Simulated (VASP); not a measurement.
# MoSe2 (P6_3/mmc) in VASP: a series of runs

The runs below take MoSe2 through relaxation of shape and atoms at fixed volume, relaxation of cell and atoms, with r2SCAN+D3(BJ).

Everything below comes from runs of VASP 6.6.1. Logs are shortened: lines on timing, memory, paths and dates and some standing lists are left out, and cuts for length are marked.

## (1) The cell of the first run

Symmetry: P6_3/mmc, No. 194, hexagonal system. Conventional cell: a = 3.251 Å, b = 3.251 Å, c = 12.613 Å, α = 90.00°, β = 90.00°, γ = 120.00°. Mo (site symmetry -6m2) has 6 Se at 2.49 Å and 6 Mo at 3.25 Å within 3.3 Å. Within 3.3 Å of Se (site symmetry 3m) lie 3 Mo at 2.49 Å and 7 Se at 3.25 to 3.28 Å.

## (2) Relaxation of shape and atoms at fixed volume, r2SCAN+D3(BJ) (19.24 Å³/atom)

Contents of POSCAR:

```
MoSe2
1.0
    3.2509401308      0.0000000000      0.0000000000
   -1.6254700654      2.8153967394      0.0000000000
    0.0000000000      0.0000000000     12.6129395793
Mo Se
2 4
Direct
    0.3333333333      0.6666666667      0.2500000000
    0.6666666667      0.3333333333      0.7500000000
    0.3333333333      0.6666666667      0.6199825994
    0.6666666667      0.3333333333      0.1199825994
    0.3333333333      0.6666666667      0.8800174006
    0.6666666667      0.3333333333      0.3800174006
```

Contents of INCAR.step1:

```
SYSTEM = MoSe2
ALGO     = Normal         ! electronic algorithm
EDIFF    = 1E-5           ! SCF threshold, eV
EDIFFG   = -0.005         ! ionic threshold
ENCUT    = 550            ! plane-wave cutoff, eV
GGA      = PE             ! functional
GGA_COMPAT= .FALSE.      
IBRION   = 2              ! ionic algorithm
ISIF     = 3              ! what is computed and relaxed
ISMEAR   = 0              ! smearing method
LASPH    = .TRUE.         ! aspherical terms in the spheres
LCHARG   = .FALSE.        ! write CHGCAR
LREAL    = .FALSE.        ! projectors in reciprocal space
LWAVE    = .TRUE.         ! write WAVECAR
NELM     = 120            ! most SCF steps
NELMIN   = 4            
NSW      = 100            ! ionic steps
PREC     = Accurate       ! precision mode
SIGMA    = 0.02           ! smearing width, eV
```

Contents of INCAR.step2:

```
SYSTEM = MoSe2
ALGO     = Normal         ! electronic algorithm
EDIFF    = 1E-7           ! SCF threshold, eV
EDIFFG   = -0.01          ! ionic threshold
ENCUT    = 550            ! plane-wave cutoff, eV
GGA_COMPAT= .FALSE.      
IBRION   = 2              ! ionic algorithm
ISIF     = 4              ! what is computed and relaxed
ISMEAR   = 0              ! smearing method
ISTART   = 1            
IVDW     = 12             ! dispersion correction
LASPH    = .TRUE.         ! aspherical terms in the spheres
LCHARG   = .FALSE.        ! write CHGCAR
LMIXTAU  = .TRUE.       
LREAL    = .FALSE.        ! projectors in reciprocal space
LWAVE    = .FALSE.        ! write WAVECAR
METAGGA  = R2SCAN         ! meta-GGA
NELM     = 120            ! most SCF steps
NELMIN   = 4            
NSW      = 50             ! ionic steps
PREC     = Accurate       ! precision mode
SIGMA    = 0.02           ! smearing width, eV
VDW_A1   = 0.49484001   
VDW_A2   = 5.73083694   
VDW_S6   = 1.0          
VDW_S8   = 0.78981345
```

Contents of KPOINTS:

```
k-points
0
G
  9 9 2
  0 0 0
```

Potentials or basis: VASP PAW PBE potentials, release 64 (Mo_sv, Se).

The run is started by

```sh
$ cat potpaw_PBE.64/Mo_sv/POTCAR potpaw_PBE.64/Se/POTCAR > POTCAR
$ cp INCAR.step1 INCAR
$ mpirun -np 1 vasp_std > vasp.out
$ cp INCAR.step2 INCAR
$ mpirun -np 1 vasp_std > vasp.out
```

OUTCAR:

```text
SYSTEM = MoSe2
   EDIFF = 1E-7
   EDIFFG = -0.01
   ENCUT = 550
   IBRION = 2
   ISIF = 4
   ISMEAR = 0
   ISTART = 1
   IVDW = 12
   LASPH = .TRUE.
   LREAL = .FALSE.
   METAGGA = R2SCAN
   NELM = 120
   NELMIN = 4
   NSW = 50
   PREC = Accurate
 IVDW          = 12

 ion  position               nearest neighbor table
   1  0.333  0.667  0.250-   4 2.49   6 2.49   4 2.49   6 2.49   4 2.49   6 2.49
   2  0.667  0.333  0.750-   3 2.49   5 2.49   3 2.49   5 2.49   3 2.49   5 2.49
   3  0.333  0.667  0.620-   2 2.49   2 2.49   2 2.49
   4  0.667  0.333  0.120-   1 2.49   1 2.49   1 2.49
   5  0.333  0.667  0.880-   2 2.49   2 2.49   2 2.49
   6  0.667  0.333  0.380-   1 2.49   1 2.49   1 2.49

  LATTYP: Found a hexagonal cell.
 ALAT       =     3.2509401308
 C/A-ratio  =     3.8797821774

  Lattice vectors:

 A1 = (   3.2509401308,   0.0000000000,   0.0000000000)
 A2 = (  -1.6254700654,   2.8153967394,   0.0000000000)
 A3 = (   0.0000000000,   0.0000000000,  12.6129395793)

Analysis of symmetry for initial positions (statically):
=====================================================================
 Subroutine PRICEL returns:
 Original cell was already a primitive cell.

 Routine SETGRP: Setting up the symmetry group for a
 hexagonal supercell.

 Subroutine GETGRP returns: Found 24 space group operations
 (whereof 12 operations were pure point group operations)
 out of a pool of 24 trial point group operations.

The static configuration has the point symmetry D_3d.
 The point group associated with its full space group is D_6h.

Analysis of symmetry for dynamics (positions and initial velocities):
=====================================================================
 Subroutine PRICEL returns:
 Original cell was already a primitive cell.

 Routine SETGRP: Setting up the symmetry group for a
 hexagonal supercell.

 Subroutine GETGRP returns: Found 24 space group operations
 (whereof 12 operations were pure point group operations)
 out of a pool of 24 trial point group operations.

The dynamic configuration has the point symmetry D_3d.
 The point group associated with its full space group is D_6h.

 Subroutine INISYM returns: Found 24 space group operations
 (whereof 12 operations are pure point group operations),
 and found     1 'primitive' translations

----------------------------------------------------------------------------------------

                                     Primitive cell

  volume of cell :     115.4423

  direct lattice vectors                    reciprocal lattice vectors
     3.250940131  0.000000000  0.000000000     0.307603327  0.177594864  0.000000000
    -1.625470065  2.815396739  0.000000000     0.000000000  0.355189727  0.000000000
     0.000000000  0.000000000 12.612939579     0.000000000  0.000000000  0.079283659

  length of vectors
     3.250940131  3.250940131 12.612939579     0.355189727  0.355189727  0.079283659

  position of ions in fractional coordinates (direct lattice)
     0.333333333  0.666666667  0.250000000
     0.666666667  0.333333333  0.750000000
     0.333333333  0.666666667  0.619982599
     0.666666667  0.333333333  0.119982599
     0.333333333  0.666666667  0.880017401
     0.666666667  0.333333333  0.380017401

  ion indices of the primitive-cell ions
   primitive index   ion index
                 1           1
                 2           2
                 3           3
                 4           4
                 5           5
                 6           6

----------------------------------------------------------------------------------------

 KPOINTS: k-points

Automatic generation of k-mesh.
 Grid dimensions read from file:
 generate k-points for:    9    9    2

 Generating k-lattice:

  Cartesian coordinates                     Fractional coordinates (reciprocal lattice)
     0.034178147  0.019732763  0.000000000     0.111111111 -0.000000000  0.000000000
     0.000000000  0.039465525  0.000000000     0.000000000  0.111111111  0.000000000
     0.000000000  0.000000000  0.039641829     0.000000000  0.000000000  0.500000000

  Length of vectors
     0.039465525  0.039465525  0.039641829

  Shift w.r.t. Gamma in fractional coordinates (k-lattice)
     0.000000000  0.000000000  0.000000000

 Subroutine IBZKPT returns following result:
 ===========================================

 Found     24 irreducible k-points:

 Following reciprocal coordinates:
            Coordinates               Weight
  0.000000  0.000000  0.000000      1.000000
  0.111111 -0.000000  0.000000      6.000000
  0.222222 -0.000000  0.000000      6.000000
  0.333333 -0.000000  0.000000      6.000000
  0.444444 -0.000000  0.000000      6.000000
  0.111111  0.111111  0.000000      6.000000
[... 16 lines left out ...]
  0.333333  0.222222  0.500000     12.000000
  0.333333  0.333333  0.500000      2.000000
   k-points           NKPTS =     24   k-points in BZ     NKDIM =     24   number of bands    NBANDS=     31
   number of dos      NEDOS =    301   number of ions     NIONS =      6
   total plane-waves  NPLWV =  75264
   dimension x,y,z NGX =    28 NGY =   28 NGZ =   96
   dimension x,y,z NGXF=    56 NGYF=   56 NGZF=  192
   ions per type =               2   4
   NGX,Y,Z   is equivalent  to a cutoff of  14.32, 14.32, 12.65 a.u.
   NGXF,Y,Z  is equivalent  to a cutoff of  28.64, 28.64, 25.31 a.u.
 SYSTEM =  MoSe2
   PREC   = accura    normal or accurate (medium, high low for compatibility)
   ISTART =      1    job   : 0-new  1-cont  2-samecut
   ICHARG =      0    charge: 1-file 2-atom 10-const
   ISPIN  =      1    spin polarized calculation?
   LNONCOLLINEAR =      F non collinear calculations
   LSORBIT =      F    spin-orbit coupling
   LASPH  =      T    aspherical Exc in radial PAW
   ENCUT  =  550.0 eV  40.42 Ry    6.36 a.u.   6.22  6.22 24.12*2*pi/ulx,y,z
   NELM   =    120;   NELMIN=  4; NELMDL=  0     # of ELM steps
   EDIFF  = 0.1E-06   stopping-criterion for ELM
   LREAL  =      F    real-space projection
   EDIFFG = -.1E-01   stopping-criterion for IOM
   NSW    =     50    number of steps for IOM
   IBRION =      2    ionic relax: 0-MD 1-quasi-New 2-CG
   NFREE  =      1    steps in history (QN), initial steepest desc. (CG)
   ISIF   =      4    stress and relaxation
   ISYM   =      2    0-nonsym 1-usesym 2-fastsym
   POTIM  = 0.5000    time-step for ionic-motion
   TEBEG  =    0.0;   TEEND  =   0.0 temperature during run
   PSTRESS=    0.0 pullay stress
   NELECT =      52.0000    total number of electrons
   NUPDOWN=      -1.0000    fix difference up-down
   EMIN   =  10.00;   EMAX   =-10.00  energy-range for DOS
   EFERMI =   0.00;   METHOD = LEGACY
   ISMEAR =     0;   SIGMA  =   0.02  broadening in eV -4-tet -1-fermi 0-gaus
   EFERMI_NEDOS =   21; number of points for ismear=-14 and -15
   IALGO  =     38    algorithm
   IMIX   =      4    mixing-type and parameters
     AMIX     =   0.40;   BMIX     =  1.00
     AMIX_MAG =   1.60;   BMIX_MAG =  1.00
  volume/ion in A,a.u.               =      19.24       129.84
  Fermi-wavevector in a.u.,A,eV,Ry     =   1.254934  2.371482 21.427272  1.574860
  Thomas-Fermi vector in A             =   2.388715
   LORBIT       =      0    0 simple, 1 ext, 2 COOP (PROOUT), +10 PAW based schemes
   METAGGA = R2SCAN    functional components
   LHFCALC =     F    Hartree Fock is set to
   AEXX    =    0.0000 exact exchange contribution
   IVDW    =    12    specifies the selected vdW correction
   LEPSILON=     F    determine dielectric tensor
   LRPA    =     F    only Hartree local field effects (RPA)
 conjugate gradient relaxation of ions
 non-spin polarized calculation
 Gauss-broadening in eV      SIGMA  =   0.02
  energy-cutoff  :      550.00
  volume of cell :      115.44
 maximum number of plane-waves:      3409
 NGX is ok and might be reduce to    28
   NGX = 13   NGY = 13   NGZ = 49

--------------------------------------- Ionic step        1  -------------------------------------------

 number of electron      52.0000000 magnetization

 Free energy of the ion-electron system (eV)
  ---------------------------------------------------
  ext. energy  EPLUGINS =         0.00000000
  ---------------------------------------------------
  free energy    TOTEN  =      -113.65879750 eV

  energy without entropy =     -113.65879750  energy(sigma->0) =     -113.65879750

------------------------ aborting loop because EDIFF is reached ----------------------------------------

 Edisp (eV)   -1.39200

 E8    (eV) :    -0.4696

  FORCE on cell =-STRESS in cart. coord.  units (eV):
  Direction    XX          YY          ZZ          XY          YZ          ZX
  --------------------------------------------------------------------------------------
  -------------------------------------------------------------------------------------
  Total       4.48291     4.48291     5.16643     0.00000    -0.00000     0.00000
  in kB      62.21657    62.21657    71.70282     0.00000    -0.00000     0.00000
  external pressure =       65.38 kB  Pullay stress =        0.00 kB
[... 157 lines left out ...]
  energy  without entropy=     -115.0845012020  energy(sigma->0) =     -115.08450120

--------------------------------------- Ionic step        5  -------------------------------------------

 number of electron      51.9999995 magnetization

 Free energy of the ion-electron system (eV)
  ---------------------------------------------------
  ext. energy  EPLUGINS =         0.00000000
  ---------------------------------------------------
  free energy    TOTEN  =      -113.69331743 eV

  energy without entropy =     -113.69331743  energy(sigma->0) =     -113.69331743

 E-fermi :   7.1733     XC(G=0): -11.6182

 val. band max:        6.9896449141   @ k =   0.0000   0.0000   0.0000
 cond. band min:       7.8643526004   @ k =   0.2222   0.1111   0.0000
 fundamental gap:      0.8747076863
 Fermi energy:         7.1732830766

 k-point     1 :       0.0000    0.0000    0.0000
  band No.  band energies     occupation
      1     -56.2807      2.00000
      2     -56.2807      2.00000
      3     -29.7352      2.00000
      4     -29.7350      2.00000
      5     -29.5250      2.00000
      6     -29.5250      2.00000
[... 842 lines left out ...]
  FREE ENERGIE OF THE ION-ELECTRON SYSTEM (eV)
  ---------------------------------------------------
  free  energy   TOTEN  =      -115.0864932770 eV

  energy  without entropy=     -115.0864932770  energy(sigma->0) =     -115.08649328

 reached required accuracy - stopping structural energy minimisation
```

Run time: 1.9 h. Hardware: 1 thread of Intel Xeon 8259CL, shared host; peak memory 0.35 GiB.

What came out:

```
Free energy                  : -115.0865 eV
Energy gained by relaxing    : 5.9 meV/atom
Ionic steps                  : 5
Pressure after relaxing      : 3.6 GPa
Largest force after relaxing : 0.005 eV/Å
Band gap on the k mesh       : 0.87 eV (least direct gap 1.57 eV)
Dispersion energy per atom   : -0.232 eV
```

Forces in eV/Å, atoms in the order of the input:
```
Mo   0.000  0.000  0.000
Mo   0.000  0.000  0.000
Se   0.000  0.000 -0.005
Se   0.000  0.000 -0.005
Se   0.000  0.000  0.005
Se   0.000  0.000  0.005
```

The path:
```csv
step,energy change (eV),largest force (eV/Å),pressure (GPa),volume (Å³)
1,0.0000,0.5506,6.54,115.44
2,-0.0247,0.0390,4.04,115.44
3,-0.0255,0.0500,4.41,115.44
4,-0.0337,0.0259,3.97,115.44
5,-0.0357,0.0051,3.63,115.44
```

Final structure:
```cif
data_structure
_symmetry_space_group_name_H-M 'P 1'
_symmetry_Int_Tables_number 1
_cell_length_a 3.2660
_cell_length_b 3.2660
_cell_length_c 12.4966
_cell_angle_alpha 90.000
_cell_angle_beta 90.000
_cell_angle_gamma 120.000
_cell_volume 115.44
loop_
_atom_site_label
_atom_site_type_symbol
_atom_site_fract_x
_atom_site_fract_y
_atom_site_fract_z
_atom_site_occupancy
Mo1 Mo 0.33333 0.66667 0.25000 1
Mo2 Mo 0.66667 0.33333 0.75000 1
Se1 Se 0.33333 0.66667 0.61716 1
Se2 Se 0.66667 0.33333 0.11717 1
Se3 Se 0.33333 0.66667 0.88284 1
Se4 Se 0.66667 0.33333 0.38283 1
```

Levels at points of the mesh, in eV from the valence-band top:
| k point | band 24 | band 25 | band 26 | band 27 | band 28 | band 29 |
| --- | --- | --- | --- | --- | --- | --- |
| (0.00, 0.00, 0.00) | -1.32 | -0.71 | 0.00 | 2.50 | 2.50 | 2.60 |
| (0.00, 0.00, 0.50) | -1.79 | -0.18 | -0.18 | 2.51 | 2.51 | 2.51 |

Caveat: the PAW data sets were made with another functional, which shifts forces and pressure a little.

[end of part 1 of 2]
